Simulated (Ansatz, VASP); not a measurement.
# LiHF2 in VASP and in Ansatz

```
CELL_PARAMETERS angstrom
1.46443 0.84549 4.32961
-1.46443 0.84549 4.32961
0.00000 -1.69098 4.32961
ATOMIC_POSITIONS crystal
Li 0.00000 0.00000 0.00000
H 0.50000 0.50000 0.50000
F 0.41251 0.41251 0.41251
F 0.58749 0.58749 0.58749
```

Change from the starting cell: strain +0.015 along x and y, +0.000 along z, atoms carried along.

Alike in both runs: task single point; functional LDA; k mesh 9 × 9 × 9; occupations gaussian, width 0.05 eV; no spin polarisation.

|  | VASP | Ansatz |
| --- | --- | --- |
| version | VASP 6.6.1 | Ansatz 0.2.0 |
| potentials or method | VASP PAW LDA potentials, release 64 (Li_sv, H, F), cutoff 520 eV | scalar-relativistic, plane waves, PAW |
| valence electrons in the cell | 18 | 18 |

VASP gave:

| Item | Value |
| --- | --- |
| gap on the k mesh at the Fermi level (eV) | 8.09 |
| least direct gap on the mesh (eV) | 8.32 |
| rms of the force components (eV/Å) | 0.067 |

Q: What did Ansatz give for the same quantities?

A: gap on the k mesh at the Fermi level (eV): 8.13; least direct gap on the mesh (eV): 8.36; rms of the force components (eV/Å): 0.027.

LDA's correlation is that of Perdew and Zunger in VASP and of Perdew and Wang (1992) in Ansatz. Atom by atom the forces differ by 0.040 eV/Å (rms over components).

Noted on VASP's run: the cutoff is short for stress, so the pressure is rough.
